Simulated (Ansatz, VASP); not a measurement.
# One calculation of TiO2, two programs

INCAR

```
SYSTEM = TiO2
ALGO = Normal
EDIFF = 1E-8
ENCUT = 520
GGA = PE
ISIF = 2
ISMEAR = -1
LASPH = .TRUE.
LCHARG = .FALSE.
LEFG = .TRUE.
LREAL = .FALSE.
LWAVE = .FALSE.
NBANDS = 33
NELM = 80
PREC = Accurate
SIGMA = 0.08
```

The input KPOINTS:

```
k-points
0
G
  13 13 13
  0 0 0
```

POSCAR

```
TiO2
1.0
   -1.8669225403      1.8669225403      4.6927083350
    1.8669225403     -1.8669225403      4.6927083350
    1.8669225403      1.8669225403     -4.6927083350
Ti O
2 4
Direct
    0.0000000000      0.0000000000      0.0000000000
    0.7500000000      0.2500000000      0.5000000000
    0.2066000000      0.2066000000      0.0000000000
    0.9566000000      0.4566000000      0.5000000000
    0.5434000000      0.0434000000      0.5000000000
    0.7934000000      0.7934000000      0.0000000000
```

Input for Ansatz:

```yaml
crystal:
  lattice:
    - [-1.8669225403, 1.8669225403, 4.692708335]
    - [1.8669225403, -1.8669225403, 4.692708335]
    - [1.8669225403, 1.8669225403, -4.692708335]
  atoms:
    - { symbol: Ti, position: [0.0, 0.0, 0.0] }
    - { symbol: Ti, position: [0.75, 0.25, 0.5] }
    - { symbol: O, position: [0.2066, 0.2066, 0.0] }
    - { symbol: O, position: [0.9566, 0.4566, 0.5] }
    - { symbol: O, position: [0.5434, 0.0434, 0.5] }
    - { symbol: O, position: [0.7934, 0.7934, 0.0] }
kpoints:
  mp_grid: { grid: [13, 13, 13] }
scf:
  occupations: { method: fermi_dirac, width: 0.08 }
hamiltonian:
  xc: pbe
  pseudopotentials: { kind: all_electron, datasets: crystal }
output:
  forces: true
  stress: true
  eigenvalues: true
  efg: { contact_densities: true }
```

Change from the starting cell: volume scaled by 0.96, crystal datasets.

Alike in both runs: task electric field gradients; functional PBE; k mesh 13 × 13 × 13; occupations fermi-dirac, width 0.08 eV; no spin polarisation.

|  | VASP | Ansatz |
| --- | --- | --- |
| version | VASP 6.6.1 | Ansatz 0.2.0 |
| potentials or method | VASP PAW PBE potentials, release 64 (Ti_sv, O), cutoff 520 eV | all-electron PAW with datasets made for the crystal, scalar-relativistic |

```csv
,VASP,Ansatz,Ansatz less VASP
pressure (GPa),17.0,16.2,-0.77
"traceless stress, the component that is largest in VASP (GPa)",3.71,3.59,-0.119
rms of the force components (eV/Å),0.308,0.297,-0.0113
size of Vzz on the site where it differs most (V/Å²),14.5,15.5,+0.94
```

Atom by atom the forces differ by 0.011 eV/Å (rms over components). Ansatz ran all-electron here, and VASP with PAW potentials.
